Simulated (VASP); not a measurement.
Input of a VASP 6.6.1 run:

INCAR

```
PREC = Accurate
ENCUT = 600
EDIFF = 1E-6
ISMEAR = 0
SIGMA = 0.1
LREAL = F
LASPH = T
NELM = 200
ALGO = Normal
ISIF = 2
LWAVE = F
LCHARG = T
ISPIN = 2
MAGMOM = 0.3 0
LORBIT = 11
LMAXMIX = 4
GGA = PE
LELF = T
LVHAR = T
NBANDS = 20
GGA_COMPAT = F
```

File KPOINTS:

```
Automatic mesh
0
Gamma
  6 6 6
```

The input POSCAR:

```
VN
1.0
    0.0000000000      2.0624650000      2.0624650000
    2.0624650000      0.0000000000      2.0624650000
    2.0624650000      2.0624650000      0.0000000000
V N
1 1
Direct
    0.0000000000      0.0000000000      0.0000000000
    0.5000000000      0.5000000000      0.5000000000
```

Potentials or basis: VASP PAW PBE potentials, release 64 (V_sv, N).

The run is started by

```console
$ cat potpaw_PBE.64/V_sv/POTCAR potpaw_PBE.64/N/POTCAR > POTCAR
$ mpirun -np 1 vasp_std > vasp.out
```

What does it give for the pressure?

-0.2 GPa.

What does it give for the site moments?

V +0.33; N -0.01 μB.

Caveat: the k points lie up to 0.44 Å⁻¹ apart.
